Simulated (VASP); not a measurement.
Here is a VASP 6.6.1 calculation.

Contents of INCAR:

```
SYSTEM = ErH4
  PREC = Accurate
  ENCUT = 500
  EDIFF = 1E-6
  ISMEAR = 0
  SIGMA = 0.1
  LREAL = .False.
  LASPH = .True.
  NELM = 200
  ALGO = Normal
  ISIF = 2
  LWAVE = .False.
  LCHARG = .False.
  GGA = PE
  NBANDS = 14
  GGA_COMPAT = .False.
  LMAXMIX = 6
```

Contents of KPOINTS:

```
Automatic mesh
0
Gamma
  4 4 4
  0 0 0
```

POSCAR

```
ErH4
1.0
    4.0769457016      0.0000000000      0.0000000000
    0.0000000000      4.0769457016      0.0000000000
    0.0000000000      0.0000000000      4.0769457016
Er H
1 4
Direct
    0.0000000000      0.0000000000      0.0000000000
    0.5000000000      0.0000000000      0.0000000000
    0.0000000000      0.5000000000      0.0000000000
    0.0000000000      0.0000000000      0.5000000000
    0.5000000000      0.5000000000      0.5000000000
```

Potentials or basis: VASP PAW PBE potentials, release 64 (Er_3, H), 4f in core.

Command:

```bash
$ cat potpaw_PBE.64/Er_3/POTCAR potpaw_PBE.64/H/POTCAR > POTCAR
$ mpirun -np 1 vasp_std > vasp.out
```

Question: What does it give for the pressure?

Answer: 0.1 GPa.

Question: Estimate the band gap on the k mesh.

Answer: Zero (an odd number of electrons rules out a gap without spin polarisation).

Caveat: the k points lie up to 0.39 Å⁻¹ apart, too coarse for converged energies and pressures of a metal; spin-orbit coupling is left out, which moves the levels of the heavy elements; the 4f electrons are frozen in the core, so they carry no moment and show no levels. Spin polarisation is off, so any magnetic state and its effect on volume and gap are missing.
